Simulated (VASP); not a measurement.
# SiW (F-43m) in VASP: a series of runs, part 2 of 2

VASP 6.6.1.

### 3 Relaxation of cell and atoms, PBE

This run uses another cell than the first one, of 18.10 Å³/atom, 0.833 times its volume.

INCAR reads:

```
SYSTEM = SiW
ALGO = Normal ; EDIFF = 1E-7
EDIFFG = -0.05 ; ENCUT = 600
GGA = PE ; IBRION = 2
ISIF = 3 ; ISMEAR = 0
LASPH = .True. ; LCHARG = .False.
LREAL = .False. ; LWAVE = .False.
NELM = 60 ; NSW = 100
PREC = Accurate ; SIGMA = 0.1
```

KPOINTS reads:

```
k-points
0
Gamma
  6 6 6
  0 0 0
```

POSCAR reads:

```
SiW
1.0
    0.0000000000      2.6254380617      2.6254380617
    2.6254380617      0.0000000000      2.6254380617
    2.6254380617      2.6254380617      0.0000000000
W Si
1 1
Direct
    0.0000000000      0.0000000000      0.0000000000
    0.2500000000      0.2500000000      0.2500000000
```

Potentials or basis: VASP PAW PBE potentials, release 64 (W_sv, Si).

Launch:

```console
cat potpaw_PBE.64/W_sv/POTCAR potpaw_PBE.64/Si/POTCAR > POTCAR
mpirun -np 1 vasp_std > vasp.out
```

OUTCAR:

```text
SYSTEM = SiW
   EDIFF = 1E-7
   EDIFFG = -0.05
   ENCUT = 600
   GGA = PE
   IBRION = 2
   ISIF = 3
   ISMEAR = 0
   LASPH = .True.
   LREAL = .False.
   NELM = 60
   NSW = 100
   PREC = Accurate

 ion  position               nearest neighbor table
   1  0.000  0.000  0.000-   2 2.27   2 2.27   2 2.27   2 2.27
   2  0.250  0.250  0.250-   1 2.27   1 2.27   1 2.27   1 2.27

  LATTYP: Found a face centered cubic cell.
 ALAT       =     5.2508761234

  Lattice vectors:

 A1 = (   0.0000000000,   2.6254380617,   2.6254380617)
 A2 = (   2.6254380617,   0.0000000000,   2.6254380617)
 A3 = (   2.6254380617,   2.6254380617,   0.0000000000)

Analysis of symmetry for initial positions (statically):
=====================================================================
 Subroutine PRICEL returns:
 Original cell was already a primitive cell.

 Routine SETGRP: Setting up the symmetry group for a
 face centered cubic supercell.

 Subroutine GETGRP returns: Found 24 space group operations
 (whereof 24 operations were pure point group operations)
 out of a pool of 48 trial point group operations.

The static configuration has the point symmetry T_d .

Analysis of symmetry for dynamics (positions and initial velocities):
=====================================================================
 Subroutine PRICEL returns:
 Original cell was already a primitive cell.

 Routine SETGRP: Setting up the symmetry group for a
 face centered cubic supercell.

 Subroutine GETGRP returns: Found 24 space group operations
 (whereof 24 operations were pure point group operations)
 out of a pool of 48 trial point group operations.

The dynamic configuration has the point symmetry T_d .

 Subroutine INISYM returns: Found 24 space group operations
 (whereof 24 operations are pure point group operations),
 and found     1 'primitive' translations

----------------------------------------------------------------------------------------

                                     Primitive cell

  volume of cell :      36.1939

  direct lattice vectors                    reciprocal lattice vectors
[... 116 lines left out ...]
   NGX = 15   NGY = 15   NGZ = 15

--------------------------------------- Ionic step        1  -------------------------------------------

 number of electron      18.0000002 magnetization

 Free energy of the ion-electron system (eV)
  ---------------------------------------------------
  ext. energy  EPLUGINS =         0.00000000
  ---------------------------------------------------
  free energy    TOTEN  =       -14.85983851 eV

  energy without entropy =      -14.84722271  energy(sigma->0) =      -14.85353061

------------------------ aborting loop because EDIFF is reached ----------------------------------------

  FORCE on cell =-STRESS in cart. coord.  units (eV):
  Direction    XX          YY          ZZ          XY          YZ          ZX
  --------------------------------------------------------------------------------------
  -------------------------------------------------------------------------------------
  Total        6.6061231      6.6061231      6.6061231      0.0000000      0.0000000      0.0000000
  in kB      292.4299949    292.4299949    292.4299949      0.0000000      0.0000000      0.0000000
  external PRESSURE =     292.4299949 kB  Pullay stress =       0.0000000 kB
[... 23 lines left out ...]
--------------------------------------- Ionic step        2  -------------------------------------------

 number of electron      18.0000005 magnetization

 E-fermi :   3.4821     XC(G=0):  -9.2467

 val. band max:        3.4793913126   @ k =  -0.3333   0.5000   0.1667
 cond. band min:       3.5024911171   @ k =   0.5000   0.5000   0.0000
 fundamental gap:      0.0230998045
 Fermi energy:         3.4820688852

 k-point     1 :       0.0000    0.0000    0.0000
  band No.  band energies     occupation
      1     -70.8122      2.00000
      2     -34.9369      2.00000
      3     -34.9369      2.00000
      4     -34.9369      2.00000
      5      -4.9027      2.00000
      6       1.3793      2.00000
      7       1.3793      2.00000
      8       1.3793      2.00000
      9       3.4704      1.13110
     10       3.4704      1.13110
     11       7.3194      0.00000
     12       9.4785      0.00000
     13       9.4785      0.00000
[... 309 lines left out ...]
--------------------------------------- Ionic step        4  -------------------------------------------

 number of electron      18.0000000 magnetization

 Free energy of the ion-electron system (eV)
  ---------------------------------------------------
  ext. energy  EPLUGINS =         0.00000000
  ---------------------------------------------------
  free energy    TOTEN  =       -15.43286056 eV

  energy without entropy =      -15.41978892  energy(sigma->0) =      -15.42632474

 E-fermi :   5.6106     XC(G=0): -10.3755

 val. band max:        5.5560854116   @ k =   0.5000   0.1667   0.0000
 cond. band min:       5.6235270435   @ k =  -0.3333   0.3333   0.0000
 fundamental gap:      0.0674416319
 Fermi energy:         5.6105631726

 k-point     1 :       0.0000    0.0000    0.0000
  band No.  band energies     occupation
      1     -68.2767      2.00000
      2     -32.4887      2.00000
      3     -32.4887      2.00000
      4     -32.4887      2.00000
      5      -3.8488      2.00000
      6       2.9425      2.00000
      7       2.9425      2.00000
      8       2.9425      2.00000
      9       5.5438      1.65484
     10       5.5438      1.65484
     11      10.9687      0.00000
     12      12.7245      0.00000
     13      12.7245      0.00000
[... 267 lines left out ...]
  FREE ENERGIE OF THE ION-ELECTRON SYSTEM (eV)
  ---------------------------------------------------
  free  energy   TOTEN  =       -15.4328605591 eV

  energy  without entropy=      -15.4197889182  energy(sigma->0) =      -15.42632474

 reached required accuracy - stopping structural energy minimisation
```

CONTCAR:

```text
SiW
   1.00000000000000
     0.0000000000000000    2.7927898721578859    2.7927898721578859
     2.7927898721578859    0.0000000000000000    2.7927898721578859
     2.7927898721578859    2.7927898721578859    0.0000000000000000
  W               Si
     1     1
Direct
     0.0000000000000000    0.0000000000000000    0.0000000000000000
     0.2500000000000000    0.2500000000000000    0.2500000000000000

  0.00000000E+00  0.00000000E+00  0.00000000E+00
  0.00000000E+00  0.00000000E+00  0.00000000E+00
```

Wall time 35 s (1 thread of Intel Xeon Platinum 8259CL at 2.50GHz (Skylake/Cascade Lake), shared host); peak memory 0.17 GiB.

What came out:

| Quantity | Value |
| --- | --- |
| Free energy | -15.4329 eV |
| Relaxed volume | 21.78 Å³/atom |
| Relaxed cell | a = 3.950 Å, b = 3.950 Å, c = 3.950 Å, α = 60.00°, β = 60.00°, γ = 60.00° |
| Space group after relaxing (to 0.05 Å) | F-43m (No. 216) |
| Energy gained by relaxing | 286.5 meV/atom |
| Ionic steps | 4 |
| Pressure after relaxing | -0.2 GPa |
| Band gap on the k mesh | zero (band 9 reaches 6.05 eV, above the bottom of band 10 at 5.47 eV) |

The path:
| step | energy change (eV) | largest force (eV/Å) | pressure (GPa) | volume (Å³) |
| --- | --- | --- | --- | --- |
| 1 | 0.0000 | 0.0000 | 29.24 | 36.19 |
| 2 | 0.2812 | 0.0000 | -16.87 | 56.40 |
| 3 | -0.5714 | 0.0000 | -1.16 | 43.94 |
| 4 | -0.5730 | 0.0000 | -0.21 | 43.57 |

Final structure:
```xyz
2
Lattice="0.0000 2.7928 2.7928 2.7928 0.0000 2.7928 2.7928 2.7928 0.0000" Properties=species:S:1:pos:R:3 pbc="T T T"
W     0.0000    0.0000    0.0000
Si    1.3964    1.3964    1.3964
```

Caveat: the volume moved by over 15 % at a fixed basis, so the end points are rough; spin-orbit coupling is left out, which moves the levels of the heavy elements.

### 4 Single point, PBE

INCAR reads:

```
ALGO = Normal
EDIFF = 1E-6
ENCUT = 520
GGA = PE
ISIF = 2
ISMEAR = 0
LASPH = T
LCHARG = F
LREAL = F
LWAVE = F
NBANDS = 16
NELM = 60
PREC = Accurate
SIGMA = 0.1
```

KPOINTS reads:

```
k-points
0
Gamma
  14 14 14
```

POSCAR reads:

```
SiW
1.0
    0.0000000000      2.7905894892      2.7905894892
    2.7905894892      0.0000000000      2.7905894892
    2.7905894892      2.7905894892      0.0000000000
W Si
1 1
Direct
    0.0000000000      0.0000000000      0.0000000000
    0.2500000000      0.2500000000      0.2500000000
```

Launch:

```console
cat potpaw_PBE.64/W_sv/POTCAR potpaw_PBE.64/Si/POTCAR > POTCAR
mpirun -np 1 vasp_std > vasp.out
```

Wall time 51 s (1 thread of Intel Xeon Platinum 8259CL at 2.50GHz (Skylake/Cascade Lake), shared host); peak memory 0.22 GiB.

It converged, with:

| Property | Result |
| --- | --- |
| Free energy | -15.4534 eV |
| Pressure | 0.0 GPa |
| Band gap on the k mesh | zero (band 9 reaches 6.07 eV, above the bottom of band 10 at 5.38 eV) |

Levels at points of the mesh, in eV from the Fermi level:
```csv
k point,band 5,band 6,band 7,band 8,band 9,band 10,band 11,band 12,band 13,band 14
"(0.00, 0.00, 0.00)",-9.47,-2.67,-2.67,-2.67,-0.06,-0.06,5.38,7.13,7.13,7.13
"(0.50, 0.00, 0.00)",-7.62,-3.62,-2.28,-2.28,0.44,0.44,0.54,4.51,4.51,6.05
"(0.50, 0.50, 0.00)",-6.83,-4.42,-1.07,-0.86,-0.86,0.36,0.96,1.92,1.92,8.38
```

Caveat: spin-orbit coupling is left out, which moves the levels of the heavy elements.

### 5 The runs side by side

```tsv
task	cell	k mesh	cutoff (eV)	gap on the mesh (eV)	pressure (GPa)
single point	a = 3.946 Å, angles 60.0°, 2 atoms	6 × 6 × 6	520	none	0.0
relaxation of cell and atoms	relaxed from a = 3.713 Å, angles 60.0°, 2 atoms	6 × 6 × 6	600	none	-0.2
single point	a = 3.946 Å, angles 60.0°, 2 atoms	14 × 14 × 14	520	none	0.0
```

Alike in all rows: level PBE; potentials or basis VASP PAW PBE potentials, release 64 (W_sv, Si); no spin polarisation; smearing gaussian 0.1 eV.

Caveats: spin-orbit coupling is left out, which moves the levels of the heavy elements; the volume moved by over 15 % at a fixed basis, so the end points are rough (some runs).

Total energies depend on the potentials used, so only differences within one code and one set of settings carry meaning.
